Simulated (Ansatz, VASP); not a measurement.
**Two plane-wave programs on Ta2Si4B**

```
CELL_PARAMETERS angstrom
5.80969 0.00000 0.00000
0.00000 5.80969 0.00000
0.00000 0.00000 3.37886
ATOMIC_POSITIONS crystal
Ta 0.50000 0.00000 0.50000
Ta 0.00000 0.50000 0.50000
Si 0.23323 0.23323 0.00000
Si 0.76677 0.23323 0.00000
Si 0.76677 0.76677 0.00000
Si 0.23323 0.76677 0.00000
B 0.00000 0.00000 0.00000
```

Alike in both runs: task relaxation of cell and atoms; functional PBE; k mesh 4 × 4 × 6; occupations gaussian, width 0.1 eV; no spin polarisation.

|  | VASP | Ansatz |
| --- | --- | --- |
| version | VASP 6.6.1 | Ansatz 0.2.0 |
| potentials or method | VASP PAW PBE potentials, release 64 (Ta_pv, Si, B), cutoff 600 eV | scalar-relativistic, plane waves, PAW |
| valence electrons in the cell | 41 | 45 |

Ansatz gave:

| Quantity | Value |
| --- | --- |
| gap on the k mesh at the Fermi level, each at its own relaxed structure (eV) | none |
| relaxed volume (Å³/atom) | 15.82 |
| relaxed cell length with the largest relative difference (Å) | 3.663 |

Task: Which values does VASP return?

Result: gap on the k mesh at the Fermi level, each at its own relaxed structure (eV): none; relaxed volume (Å³/atom): 16.71; relaxed cell length with the largest relative difference (Å): 3.359.

A gap of «none» marks a metal or a gap that the smearing closes. VASP's potentials hold 41 valence electrons a cell and Ansatz's 45, so a difference there can come from the potentials and not from the codes.

Neither program's run includes spin-orbit coupling.
